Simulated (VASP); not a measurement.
Input of a VASP 6.6.1 run:

The input INCAR:

```
SYSTEM = SnSe
PREC = Accurate
ENCUT = 520
EDIFF = 1E-6
ISMEAR = 0
SIGMA = 0.03
LREAL = .False.
LASPH = .True.
NELM = 60
ALGO = Normal
ISIF = 2
LWAVE = .False.
LCHARG = .True.
GGA = PE
IVDW = 12
LELF = .True.
LVHAR = .True.
NBANDS = 28
```

Contents of KPOINTS:

```
regular mesh
0
Gamma
  8 8 6
  0 0 0
```

Contents of POSCAR:

```
SnSe
1.0
    4.1343133752      0.0000000000      0.0000000000
    0.0000000000      4.1343133752      0.0000000000
    0.0000000000      0.0000000000      6.2271028057
Sn Se
2 2
Direct
    0.5000000000      0.0000000000      0.2201110030
    0.0000000000      0.5000000000      0.7798889970
    0.5000000000      0.0000000000      0.7499352227
    0.0000000000      0.5000000000      0.2500647773
```

Potentials or basis: VASP PAW PBE potentials, release 64 (Sn_d, Se).

Command:

```sh
$ cat potpaw_PBE.64/Sn_d/POTCAR potpaw_PBE.64/Se/POTCAR > POTCAR
$ mpirun -np 1 vasp_std > vasp.out
```

(1) Predict the dispersion energy per atom.

(2) Predict the pressure.

(3) Predict the band gap on the k mesh.

(4) Predict the largest force.

## Answers

(1) -0.362 eV.

(2) 1.2 GPa.

(3) 0.21 eV (least direct gap 0.33 eV).

(4) 0.206 eV/Å.

Caveat: the stress differs along the axes, from -3 to 3 GPa; semilocal functionals underestimate gaps, and a narrow one can read as zero; spin-orbit coupling is left out, which moves the levels of the heavy elements.
